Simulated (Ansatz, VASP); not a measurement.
**One calculation of Al, two programs**

```
CELL_PARAMETERS angstrom
0.03795 2.02398 2.02398
2.02398 0.03795 2.02398
2.06193 2.06193 0.00000
ATOMIC_POSITIONS crystal
Al 0.00000 0.00000 0.00000
```

Change from the starting cell: strain +0.0375 x Voigt [0, 0, 0, 0, 0, 1], atoms carried along.

Alike in both runs: task single point; functional PBEsol; k mesh 20 × 20 × 20; occupations gaussian, width 0.15 eV; no spin polarisation.

|  | VASP | Ansatz |
| --- | --- | --- |
| version | VASP 6.6.1 | Ansatz 0.2.0 |
| potentials or method | VASP PAW PBE potentials, release 64 (Al), cutoff 520 eV | scalar-relativistic, plane waves, PAW |
| valence electrons in the cell | 3 | 3 |

|  | VASP | Ansatz | Ansatz less VASP |
| --- | --- | --- | --- |
| gap on the k mesh at the Fermi level (eV) | none | none | - |
| pressure (GPa) | -1.7 | -1.8 | -0.05 |
| traceless stress, the component that is largest in VASP (GPa) | -1.20 | -1.19 | +0.011 |

VASP's potentials were made for PBE, not for PBEsol. A gap of «none» marks a metal or a gap that the smearing closes. With one functional, cell and mesh, what is left measures potentials, basis and numerics.
